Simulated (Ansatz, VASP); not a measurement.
**Two plane-wave programs on ZrB2**

The input POSCAR:

```
ZrB2
1.0
    3.1673143437      0.0000000000      0.0000000000
   -1.5836571718      2.7429746834      0.0000000000
    0.0000000000      0.0000000000      3.5521986947
Zr B
1 2
Direct
    0.0000000000      0.0000000000      0.0000000000
    0.3333333333      0.6666666667      0.5000000000
    0.6666666667      0.3333333333      0.5000000000
```

INCAR.step1

```
ALGO = Normal
EDIFF = 1E-5
ENCUT = 550
GGA = PE
GGA_COMPAT = F
ISMEAR = 0
LASPH = T
LCHARG = F
LREAL = F
LWAVE = T
NBANDS = 16
NELM = 120
PREC = Accurate
SIGMA = 0.1
```

Contents of INCAR.step2:

```
ALGO = Normal
EDIFF = 1E-6
ENCUT = 550
GGA_COMPAT = F
ISIF = 2
ISMEAR = 0
ISTART = 1
LASPH = T
LCHARG = T
LELF = T
LMIXTAU = T
LREAL = F
LVHAR = T
LWAVE = F
METAGGA = R2SCAN
NBANDS = 16
NELM = 120
PREC = Accurate
SIGMA = 0.1
```

The input KPOINTS:

```
k-points
0
Gamma
  15 15 12
```

Input for Ansatz:

```yaml
crystal:
  lattice:
    - [3.1673143437, 0.0, 0.0]
    - [-1.5836571718, 2.7429746834, 0.0]
    - [0.0, 0.0, 3.5521986947]
  atoms:
    - { symbol: Zr, position: [0.0, 0.0, 0.0] }
    - { symbol: B, position: [0.3333333333, 0.6666666667, 0.5] }
    - { symbol: B, position: [0.6666666667, 0.3333333333, 0.5] }
basis:
  ecutwfc: 500
kpoints:
  mp_grid: { grid: [15, 15, 12] }
  band_path:
    path:
      - [[0.0, 0.0, 0.0], [0.5, 0.0, 0.0], [0.33333333, 0.33333333, 0.0], [0.0, 0.0, 0.0], [0.0, 0.0, 0.5], [0.5, 0.0, 0.5], [0.33333333, 0.33333333, 0.5], [0.0, 0.0, 0.5]]
      - [[0.5, 0.0, 0.5], [0.5, 0.0, 0.0]]
      - [[0.33333333, 0.33333333, 0.5], [0.33333333, 0.33333333, 0.0]]
    npoints: 10
hamiltonian:
  xc: r2scan
  pseudopotentials: { kind: paw, azcp: { folder: soft_1 } }
scf:
  occupations: { method: gaussian, width: 0.1 }
  n_extra_bands: 7
output:
  forces: true
  stress: true
  eigenvalues: true
  dos: { projected: false, de: 0.02, nscf_kmesh: { grid: [23, 23, 18] } }
  write_density: true
  write_potential: true
  elf: true
  volumetric_format: npy
```

Alike in both runs: task single point; functional r2SCAN; k mesh 15 × 15 × 12; occupations gaussian, width 0.1 eV; no spin polarisation.

```csv
,VASP,Ansatz
version,VASP 6.6.1,Ansatz 0.2.0
potentials or method,"VASP PAW PBE potentials, release 64 (Zr_sv, B), cutoff 550 eV","scalar-relativistic, plane waves, PAW"
valence electrons in the cell,18,18
```

```tsv
	VASP	Ansatz	Ansatz less VASP
gap on the k mesh at the Fermi level (eV)	none	none	-
pressure (GPa)	0.0	0.0	-0.03
```

VASP's potentials were made for PBE, not for r2SCAN. A gap of «none» marks a metal or a gap that the smearing closes.
